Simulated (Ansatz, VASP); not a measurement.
# MgTlSe in VASP and in Ansatz

```xyz
3
Lattice="3.6701 0.0000 0.0000 0.0000 3.6701 0.0000 0.0000 0.0000 7.0457" Properties=species:S:1:pos:R:3 pbc="T T T"
Mg    0.0000    0.0000    0.0000
Tl    0.0000    0.0000    3.5228
Se    1.8350    1.8350    0.0000
```

Alike in both runs: functional PBE; k mesh 12 × 12 × 8; occupations gaussian, width 0.1 eV; no spin polarisation.

Ansatz relaxed the structure, and its values are those at the end. VASP's run is a single point on that final structure, the one shown.

|  | VASP | Ansatz |
| --- | --- | --- |
| version | VASP 6.6.1 | Ansatz 0.2.0 |
| potentials or method | VASP PAW PBE potentials, release 64 (Mg, Tl_d, Se), cutoff 520 eV | scalar-relativistic, plane waves, PAW |
| valence electrons in the cell | 21 | 39 |

|  | VASP | Ansatz | Ansatz less VASP |
| --- | --- | --- | --- |
| gap on the k mesh at the Fermi level (eV) | none | none | - |
| pressure (GPa) | 0.0 | 0.0 | +0.05 |

A gap of «none» marks a metal or a gap that the smearing closes. VASP's potentials hold 21 valence electrons a cell and Ansatz's 39, so a difference there can come from the potentials and not from the codes.

Neither program's run includes spin-orbit coupling.
